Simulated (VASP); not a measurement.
# AgCl (rocksalt type) (Fm-3m) in VASP: further runs, part 2 of 2

VASP 6.6.1.

## (4) Electric field gradients, PBE

This run uses another cell than the first one, of 22.07 Å³/atom.

Input file INCAR:

```
PREC     = Accurate       # precision mode
ENCUT    = 520            # plane-wave cutoff, eV
EDIFF    = 1E-8           # SCF threshold, eV
ISMEAR   = -1             # smearing method
SIGMA    = 0.08           # smearing width, eV
LREAL    = False          # projectors in reciprocal space
LASPH    = True           # aspherical terms in the spheres
NELM     = 80             # most SCF steps
ALGO     = Normal         # electronic algorithm
ISIF     = 2              # what is computed and relaxed
LWAVE    = False          # write WAVECAR
LCHARG   = False          # write CHGCAR
GGA      = PE             # functional
LEFG     = True         
NBANDS   = 16             # bands
```

Input file KPOINTS:

```
Automatic mesh
0
Gamma
  12 12 12
```

Input file POSCAR:

```
AgCl
1.0
    0.0000000000      2.8052039627      2.8052039627
    2.8052039627      0.0000000000      2.8052039627
    2.8052039627      2.8052039627      0.0000000000
Ag Cl
1 1
Direct
    0.0000000000      0.0000000000      0.0000000000
    0.5000000000      0.5000000000      0.5000000000
```

Potentials or basis: VASP PAW PBE potentials, release 64 (Ag, Cl).

On the command line:

```sh
$ cat potpaw_PBE.64/Ag/POTCAR potpaw_PBE.64/Cl/POTCAR > POTCAR
$ mpirun -np 1 vasp_std > vasp.out
```

OUTCAR:

```text
PREC = Accurate
   ENCUT = 520
   EDIFF = 1E-8
   ISMEAR = -1
   LREAL = False
   LASPH = True
   NELM = 80
   ISIF = 2
   GGA = PE

 ion  position               nearest neighbor table
   1  0.000  0.000  0.000-   2 2.81   2 2.81   2 2.81   2 2.81   2 2.81   2 2.81
   2  0.500  0.500  0.500-   1 2.81   1 2.81   1 2.81   1 2.81   1 2.81   1 2.81

  LATTYP: Found a face centered cubic cell.
 ALAT       =     5.6104079254

  Lattice vectors:

 A1 = (   0.0000000000,   2.8052039627,   2.8052039627)
 A2 = (   2.8052039627,   0.0000000000,   2.8052039627)
 A3 = (   2.8052039627,   2.8052039627,   0.0000000000)

Analysis of symmetry for initial positions (statically):
[... 666 lines left out ...]
  free  energy   TOTEN  =        -5.4012810561 eV

  energy  without entropy=       -5.4012349853  energy(sigma->0) =       -5.40125802

 Electric field gradients (V/A^2)
---------------------------------------------------------------------
 ion       V_xx      V_yy      V_zz      V_xy      V_xz      V_yz
---------------------------------------------------------------------
   1      -0.000    -0.000    -0.000     0.001     0.001     0.001
   2      -0.000    -0.000    -0.000    -0.000    -0.000    -0.000
---------------------------------------------------------------------

 Electric field gradients after diagonalization (V/A^2)
 (convention: |V_zz| > |V_xx| > |V_yy|)
----------------------------------------------------------------------
 ion       V_xx      V_yy      V_zz     asymmetry (V_yy - V_xx)/ V_zz
----------------------------------------------------------------------
   1      -0.001    -0.001     0.001       0.000
   2       0.000     0.000    -0.000       0.000
----------------------------------------------------------------------

           NMR quadrupolar parameters

 Cq : quadrupolar parameter    Cq=e*Q*V_zz/h
 eta: asymmetry parameters     (V_yy - V_xx)/ V_zz
 Q  : nuclear electric quadrupole moment in mb (millibarn)
----------------------------------------------------------------------
 ion       Cq(MHz)       eta       Q (mb)
----------------------------------------------------------------------
   1       0.000       0.000       1.000
   2      -0.000       0.000       1.000
----------------------------------------------------------------------
```

It took 39 s on 1 thread of Intel Xeon Platinum 8488C (Sapphire Rapids), shared host; peak memory 0.2 GiB.

Results:

- Free energy: -5.4013 eV
- Pressure: -0.1 GPa
- Band gap on the k mesh: 0.92 eV (least direct gap 2.97 eV)
- Largest electric field gradient by atom: under 0.05 V/Å² on every atom

A k mesh can miss the band edges.

## (5) Electric field gradients, PBE (22.52 Å³/atom)

This run uses another cell than the first one, of 22.52 Å³/atom.

Input file INCAR:

```
SYSTEM = AgCl
  ALGO = Normal
  EDIFF = 1E-8
  ENCUT = 520
  GGA = PE
  ISIF = 2
  ISMEAR = -1
  LASPH = .True.
  LCHARG = .False.
  LEFG = .True.
  LREAL = .False.
  LWAVE = .False.
  NBANDS = 16
  NELM = 80
  PREC = Accurate
  SIGMA = 0.08
```

Input file KPOINTS:

```
k-points
0
Gamma
  12 12 12
  0 0 0
```

Input file POSCAR:

```
AgCl
1.0
    0.0000000000      2.8237820138      2.8237820138
    2.8237820138      0.0000000000      2.8237820138
    2.8237820138      2.8237820138      0.0000000000
Ag Cl
1 1
Direct
    0.0000000000      0.0000000000      0.0000000000
    0.5000000000      0.5000000000      0.5000000000
```

Potentials or basis: VASP PAW PBE potentials, release 64 (Ag, Cl).

On the command line:

```sh
$ cat potpaw_PBE.64/Ag/POTCAR potpaw_PBE.64/Cl/POTCAR > POTCAR
$ mpirun -np 1 vasp_std > vasp.out
```

OUTCAR:

```text
SYSTEM = AgCl
   EDIFF = 1E-8
   ENCUT = 520
   GGA = PE
   ISIF = 2
   ISMEAR = -1
   LASPH = .True.
   LREAL = .False.
   NELM = 80
   PREC = Accurate

 ion  position               nearest neighbor table
   1  0.000  0.000  0.000-   2 2.82   2 2.82   2 2.82   2 2.82   2 2.82   2 2.82
   2  0.500  0.500  0.500-   1 2.82   1 2.82   1 2.82   1 2.82   1 2.82   1 2.82

  LATTYP: Found a face centered cubic cell.
 ALAT       =     5.6475640276

  Lattice vectors:

 A1 = (   0.0000000000,   2.8237820138,   2.8237820138)
[... 669 lines left out ...]
  ---------------------------------------------------
  free  energy   TOTEN  =        -5.3989143088 eV

  energy  without entropy=       -5.3988688916  energy(sigma->0) =       -5.39889160

 Electric field gradients (V/A^2)
---------------------------------------------------------------------
 ion       V_xx      V_yy      V_zz      V_xy      V_xz      V_yz
---------------------------------------------------------------------
   1      -0.000     0.000    -0.000     0.001     0.001     0.001
   2      -0.000    -0.000     0.000     0.000     0.000     0.000
---------------------------------------------------------------------

 Electric field gradients after diagonalization (V/A^2)
 (convention: |V_zz| > |V_xx| > |V_yy|)
----------------------------------------------------------------------
 ion       V_xx      V_yy      V_zz     asymmetry (V_yy - V_xx)/ V_zz
----------------------------------------------------------------------
   1      -0.001    -0.001     0.002       0.000
   2      -0.000    -0.000     0.000       0.000
----------------------------------------------------------------------

           NMR quadrupolar parameters

 Cq : quadrupolar parameter    Cq=e*Q*V_zz/h
 eta: asymmetry parameters     (V_yy - V_xx)/ V_zz
 Q  : nuclear electric quadrupole moment in mb (millibarn)
----------------------------------------------------------------------
 ion       Cq(MHz)       eta       Q (mb)
----------------------------------------------------------------------
   1       0.000       0.000       1.000
   2       0.000       0.000       1.000
----------------------------------------------------------------------
```

OSZICAR:

```text
N       E                     dE             d eps       ncg     rms          rms(c)
DAV:   1     0.102156389820E+03    0.10216E+03   -0.86281E+03  2336   0.101E+03
DAV:   2    -0.161653628132E+01   -0.10377E+03   -0.95791E+02  2896   0.220E+02
DAV:   3    -0.556584826891E+01   -0.39493E+01   -0.39393E+01  3032   0.455E+01
DAV:   4    -0.559423911334E+01   -0.28391E-01   -0.28389E-01  2832   0.416E+00
DAV:   5    -0.559464017165E+01   -0.40106E-03   -0.40105E-03  2952   0.489E-01    0.530E+00
DAV:   6    -0.540352255497E+01    0.19112E+00   -0.25906E-01  2960   0.644E+00    0.347E+00
DAV:   7    -0.539939042886E+01    0.41321E-02   -0.95994E-02  2872   0.207E+00    0.184E+00
DAV:   8    -0.539874610227E+01    0.64433E-03   -0.51237E-03  2768   0.725E-01    0.295E-01
DAV:   9    -0.539882998615E+01   -0.83884E-04   -0.49898E-04  2936   0.295E-01    0.462E-02
DAV:  10    -0.539890941259E+01   -0.79426E-04   -0.12721E-04  2872   0.968E-02    0.340E-02
DAV:  11    -0.539891437074E+01   -0.49582E-05   -0.52996E-06  2928   0.160E-02    0.443E-03
DAV:  12    -0.539891426995E+01    0.10078E-06   -0.14826E-07  2680   0.387E-03    0.384E-03
DAV:  13    -0.539891432373E+01   -0.53776E-07   -0.16083E-07  2936   0.312E-03    0.811E-04
DAV:  14    -0.539891430552E+01    0.18215E-07   -0.76525E-09  2264   0.646E-04    0.264E-04
DAV:  15    -0.539891430875E+01   -0.32378E-08   -0.79846E-10  1520   0.215E-04
   1 F= -.53989143E+01 E0= -.53988916E+01  d E =-.454171E-04
```

stdout:

```text
POSCAR found type information on POSCAR AgCl
 POSCAR found :  2 types and       2 ions
 scaLAPACK will be used
 LDA part: xc-table for (Slater+PW92), standard interpolation
 POSCAR, INCAR and KPOINTS ok, starting setup
 FFT: planning ... GRIDC
 FFT: planning ... GRID_SOFT
 FFT: planning ... GRID
 WAVECAR not read
 entering main loop
ion   1

ion   2
```

Run time: 39 s. Hardware: 1 thread of Intel Xeon Platinum 8488C (Sapphire Rapids), shared host; peak memory 0.2 GiB.

Results:

```
Free energy                             : -5.3989 eV
Pressure                                : -0.9 GPa
Band gap on the k mesh                  : 0.93 eV (least direct gap 2.92 eV)
Largest electric field gradient by atom : under 0.05 V/Å² on every atom
```

A k mesh can miss the band edges.

## (6) Summary

```csv
cell,gap on the mesh (eV),pressure (GPa)
"a = 3.941 Å, angles 60.0°, 2 atoms",0.91,0.8
"a = 3.967 Å, angles 60.0°, 2 atoms",0.92,-0.1
"a = 3.993 Å, angles 60.0°, 2 atoms",0.93,-0.9
```

Alike in all rows: task electric field gradients; level PBE; potentials or basis VASP PAW PBE potentials, release 64 (Ag, Cl); no spin polarisation; k mesh 12 × 12 × 12; cutoff (eV) 520; smearing fermi-dirac 0.08 eV.

Absolute energies hang on the potentials; compare differences alone.
